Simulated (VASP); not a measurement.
# C (P-1) in VASP: further runs, part 2 of 2

VASP 6.6.1. The steps go on from the part before.

## Step 4: Single point, r2SCAN (atom 1 (C) moved by (-0.600, -0.300) A along [1 1 0] and z)

POSCAR reads:

```
C
1.0
    0.0000000000      2.1270000000      3.3480000000
    1.2280000000      0.0000000000      3.3480000000
    1.2280000000      2.1270000000      0.0000000000
C
2
Direct
    0.1948801156      0.7155141497     -0.0610060623
    0.8333300000      0.1666700000      0.8333300000
```

INCAR.step1 reads:

```
SYSTEM = C
  ALGO = Normal
  EDIFF = 1E-4
  ENCUT = 520
  GGA = PE
  ISMEAR = 0
  LASPH = .TRUE.
  LCHARG = .FALSE.
  LREAL = .FALSE.
  LWAVE = .TRUE.
  NBANDS = 11
  NELM = 60
  PREC = Accurate
  SIGMA = 0.05
```

INCAR.step2 reads:

```
SYSTEM = C
  ALGO = Normal
  EDIFF = 1E-6
  ENCUT = 520
  ISIF = 2
  ISMEAR = 0
  ISTART = 1
  LASPH = .TRUE.
  LCHARG = .FALSE.
  LMIXTAU = .TRUE.
  LREAL = .FALSE.
  LWAVE = .FALSE.
  METAGGA = R2SCAN
  NBANDS = 11
  NELM = 60
  PREC = Accurate
  SIGMA = 0.05
```

KPOINTS reads:

```
k-points
0
G
  14 14 14
  0 0 0
```

Potentials or basis: VASP PAW PBE potentials, release 64 (C).

Started as:

```bash
> cat potpaw_PBE.64/C/POTCAR > POTCAR
> cp INCAR.step1 INCAR
> mpirun -np 1 vasp_std > vasp.out
> cp INCAR.step2 INCAR
> mpirun -np 1 vasp_std > vasp.out
```

OUTCAR:

```text
SYSTEM = C
   EDIFF = 1E-6
   ENCUT = 520
   ISIF = 2
   ISMEAR = 0
   ISTART = 1
   LASPH = .TRUE.
   LREAL = .FALSE.
   METAGGA = R2SCAN
   NELM = 60
   PREC = Accurate

 ion  position               nearest neighbor table
   1  0.195  0.716  0.939-   2 1.12   2 1.42   2 2.03
   2  0.833  0.167  0.833-   1 1.12   1 1.42   1 2.03

  LATTYP: Found a face centered orthorhombic cell.
 ALAT       =     2.4560000000
 B/A-ratio  =     1.7320846906
 C/A-ratio  =     2.7263843648

  Lattice vectors:

 A1 = (   0.0000000000,   2.1270000000,   3.3480000000)
 A2 = (   1.2280000000,   0.0000000000,   3.3480000000)
 A3 = (   1.2280000000,   2.1270000000,   0.0000000000)

Analysis of symmetry for initial positions (statically):
=====================================================================
 Subroutine PRICEL returns:
 Original cell was already a primitive cell.

 Routine SETGRP: Setting up the symmetry group for a
 face centered orthorhombic supercell.

 Subroutine GETGRP returns: Found  2 space group operations
 (whereof  1 operations were pure point group operations)
 out of a pool of  8 trial point group operations.

The static configuration has the point symmetry C_1 .
 The point group associated with its full space group is S_2 .

Analysis of symmetry for dynamics (positions and initial velocities):
=====================================================================
 Subroutine PRICEL returns:
 Original cell was already a primitive cell.

 Routine SETGRP: Setting up the symmetry group for a
 face centered orthorhombic supercell.

 Subroutine GETGRP returns: Found  2 space group operations
 (whereof  1 operations were pure point group operations)
 out of a pool of  8 trial point group operations.

The dynamic configuration has the point symmetry C_1 .
 The point group associated with its full space group is S_2 .

 Subroutine INISYM returns: Found  2 space group operations
 (whereof  1 operations are pure point group operations),
 and found     1 'primitive' translations

[... 121 lines left out ...]
   AEXX    =    0.0000 exact exchange contribution
   IVDW    =     0    specifies the selected vdW correction
   LEPSILON=     F    determine dielectric tensor
   LRPA    =     F    only Hartree local field effects (RPA)
 non-spin polarized calculation
 Gauss-broadening in eV      SIGMA  =   0.05
  energy-cutoff  :      520.00
  volume of cell :       17.49
 maximum number of plane-waves:       499
 NGX is ok and might be reduce to    30
   NGX = 15   NGY = 13   NGZ =  9

 number of electron       8.0000000 magnetization

 Free energy of the ion-electron system (eV)
  ---------------------------------------------------
  ext. energy  EPLUGINS =         0.00000000
  ---------------------------------------------------
  free energy    TOTEN  =       -14.81790340 eV

  energy without entropy =      -14.81710058  energy(sigma->0) =      -14.81750199

 E-fermi :   4.8470     XC(G=0): -11.1399

 val. band max:        4.8470329185   @ k =  -0.4286   0.4286  -0.0000
 cond. band min:       4.8491178216   @ k =   0.3571   0.5000  -0.0000
 fundamental gap:      0.0020849030
 Fermi energy:         4.8470362321

 k-point     1 :       0.0000    0.0000    0.0000
  band No.  band energies     occupation
      1     -16.3585      2.00000
      2      -3.8610      2.00000
      3      -2.5756      2.00000
      4       5.0649      0.00000
      5       7.3549      0.00000
      6      12.7928      0.00000
      7      16.1339      0.00000
      8      19.4052      0.00000
      9      24.5888      0.00000
     10      24.7529      0.00000
     11      28.5177      0.00000
[... 309 lines left out ...]
 k-point    24 :       0.0000   -0.0000    0.4286
  band No.  band energies     occupation
      1     -12.3839      2.00000
      2      -6.0290      2.00000
      3      -4.6063      2.00000
      4      -0.5520      2.00000
      5      10.9691      0.00000
      6      11.9488      0.00000
      7      13.1665      0.00000
      8      19.3761      0.00000
      9      21.9200      0.00000
     10      25.4465      0.00000
     11      27.6725      0.00000

 [... further k-points ...]

------------------------ aborting loop because EDIFF is reached ----------------------------------------

  FORCE on cell =-STRESS in cart. coord.  units (eV):
  Direction    XX          YY          ZZ          XY          YZ          ZX
  --------------------------------------------------------------------------------------
  -------------------------------------------------------------------------------------
  Total        8.9725341     15.4673723      0.2090793     -1.3928106     -5.1187843      1.9340933
  in kB      821.9481030   1416.9215922     19.1531519   -127.5913791   -468.9171470    177.1767397
  external PRESSURE =     752.6742824 kB  Pullay stress =       0.0000000 kB

 VOLUME and BASIS-vectors are now :
 -----------------------------------------------------------------------------
  energy-cutoff  :      520.00
  volume of cell :       17.49
      direct lattice vectors                 reciprocal lattice vectors
     0.000000000  2.127000000  3.348000000    -0.407166124  0.235072873  0.149342891
     1.228000000  0.000000000  3.348000000     0.407166124 -0.235072873  0.149342891
     1.228000000  2.127000000  0.000000000     0.407166124  0.235072873 -0.149342891

 POSITION                                       TOTAL-FORCE (eV/Angst)
 -----------------------------------------------------------------------------------
      2.03174      2.41175      3.04800        -6.149605     17.352547     -1.101329
      1.22800      3.54499      3.34800         6.149605    -17.352547      1.101329
 -----------------------------------------------------------------------------------
    total drift:                                0.000000      0.000002      0.000005

  FREE ENERGIE OF THE ION-ELECTRON SYSTEM (eV)
  ---------------------------------------------------
  free  energy   TOTEN  =       -14.8179033970 eV

  energy  without entropy=      -14.8171005801  energy(sigma->0) =      -14.81750199
```

OSZICAR.step1:

```text
N       E                     dE             d eps       ncg     rms          rms(c)
DAV:   1     0.399097997119E+01    0.39910E+01   -0.40924E+03 30827   0.645E+02
DAV:   2    -0.155043470921E+02   -0.19495E+02   -0.18691E+02 39129   0.120E+02
DAV:   3    -0.159788933819E+02   -0.47455E+00   -0.47231E+00 37157   0.152E+01
DAV:   4    -0.159807918675E+02   -0.18985E-02   -0.18984E-02 34306   0.121E+00
DAV:   5    -0.159808023644E+02   -0.10497E-04   -0.10497E-04 37473   0.824E-02    0.891E+00
DAV:   6    -0.138973689116E+02    0.20834E+01   -0.25066E+00 33965   0.979E+00    0.459E+00
DAV:   7    -0.134658380662E+02    0.43153E+00   -0.16297E+00 35659   0.803E+00    0.181E+00
DAV:   8    -0.134651920380E+02    0.64603E-03   -0.69992E-02 32942   0.176E+00    0.541E-01
DAV:   9    -0.134628141388E+02    0.23779E-02   -0.76659E-03 34604   0.584E-01    0.129E-01
DAV:  10    -0.134627403355E+02    0.73803E-04   -0.54104E-04 34578   0.171E-01
   1 F= -.13462740E+02 E0= -.13462281E+02  d E =-.919152E-03
```

It took 8.9 min on 1 thread of Intel Xeon 6975P-C (Granite Rapids), shared host; peak memory 0.31 GiB.

Results:

```yaml
Free_energy: -14.8179 eV
Pressure: 75.3 GPa
Largest_force: 18.443 eV/Å
Band_gap_on_the_k_mesh: zero (bands 4 and 5 overlap by 1.86 eV)
```

Forces in eV/Å, atoms in the order of the input:
```
C    -6.150  17.353  -1.101
C     6.150 -17.353   1.101
```

Caveat: the cell differs from its parent crystal (atom 1 (C) moved by (-0.600, -0.300) A along [1 1 0] and z); the stress differs along the axes, from 2 to 142 GPa; the PAW data sets were made with another functional, which shifts forces and pressure a little.

## Step 5: Summary

| cell | gap on the mesh (eV) | pressure (GPa) | largest force (eV/Å) |
| --- | --- | --- | --- |
| as given, atomic positions A | none | 30.9 | 9.53 |
| as given, atomic positions B | none | 114.3 | 37.83 |
| as given, atomic positions C | none | 75.3 | 18.44 |

Alike in all rows: task single point; level r2SCAN; potentials or basis VASP PAW PBE potentials, release 64 (C); no spin polarisation; k mesh 14 × 14 × 14; cutoff (eV) 520; smearing gaussian 0.05 eV.

Caveats: the PAW data sets were made with another functional, which shifts forces and pressure a little; the stress differs along the axes, from -11 to 53 GPa (at least some runs); atoms lie so close that the PAW spheres overlap strongly, which falsifies energies and pressures (at least some runs); the stress differs along the axes, from 73 to 194 GPa (at least some runs); the stress differs along the axes, from 2 to 142 GPa (at least some runs).

Total energies depend on the potentials used, so only differences within one code and one set of settings carry meaning.
